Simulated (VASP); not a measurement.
Input of a VASP 6.6.1 run:

INCAR

```
SYSTEM = InSe
PREC = Accurate
ENCUT = 520
EDIFF = 1E-7
ISMEAR = -1
SIGMA = 0.05
LREAL = .False.
LASPH = .True.
NELM = 80
ALGO = Normal
ISIF = 2
LWAVE = .False.
LCHARG = .True.
GGA = PE
LELF = .True.
LVHAR = .True.
NBANDS = 27
```

The input KPOINTS:

```
Automatic mesh
0
Gamma
  11 11 11
  0 0 0
```

POSCAR

```
InSe
1.0
    2.0000000000      1.1547005384      8.4400000000
   -2.0000000000      1.1547005384      8.4400000000
    0.0000000000     -2.3094010768      8.4400000000
In Se
2 2
Direct
    0.8886000000      0.8886000000      0.8886000000
    0.0000000000      0.0000000000      0.0000000000
    0.1719000000      0.1719000000      0.1719000000
    0.3835000000      0.3835000000      0.3835000000
```

Potentials or basis: VASP PAW PBE potentials, release 64 (In_d, Se).

Command:

```sh
$ cat potpaw_PBE.64/In_d/POTCAR potpaw_PBE.64/Se/POTCAR > POTCAR
$ mpirun -np 1 vasp_std > vasp.out
```

**Question.** What does it give for the band gap on the k mesh?

**Answer.** 0.56 eV (least direct gap 0.58 eV).

**Question.** What does it give for the pressure?

**Answer.** 2.8 GPa.

**Question.** Estimate the largest force.

**Answer.** 0.381 eV/Å.

Stress tensor (GPa, compression positive):
```
3.19 0.00 0.00
0.00 3.19 0.00
0.00 0.00 2.00
```

Caveat: spin-orbit coupling is left out, which moves the levels of the heavy elements; an odd mesh through Γ misses points on the zone boundary, where band edges can lie.
